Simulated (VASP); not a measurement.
Runs of VASP 6.6.1 on AgBiTeSe. The structure is that of space group P4/mmm (No. 123), or close to it. The cells are those of the table. 

```tsv
cell	gap on the mesh (eV)	pressure (GPa)
a = 4.057, b = 4.057, c = 6.075 Å, 4 atoms	none	7.3
a = 4.271, b = 4.271, c = 6.395 Å, 4 atoms	none	(a)
a = 4.237, b = 4.237, c = 6.344 Å, 4 atoms	none	-1.3
a = 4.131, b = 4.131, c = 6.186 Å, 4 atoms	none	(b)
a = 4.338, b = 4.338, c = 6.495 Å, 4 atoms	none	-4.2
```

Alike in all rows: task single point; level PBE; potentials or basis VASP PAW PBE potentials, release 64 (Ag, Bi_d, Te, Se); no spin polarisation; k mesh 6 × 6 × 4; cutoff (eV) 520; smearing fermi-dirac 0.1 eV.

**Question.** Estimate the missing entries.

**Answer.** (a) -2.4; (b) 3.1.

Caveats: spin-orbit coupling is left out, which moves the levels of the heavy elements; the cell stands under pressure (at least some runs); the cell stands under tension (at least some runs).

A k mesh can miss the band edges, and the runs leave out spin-orbit coupling on Ag, Bi, Se, Te.

A gap of «none» marks levels without a gap at the run's occupations.
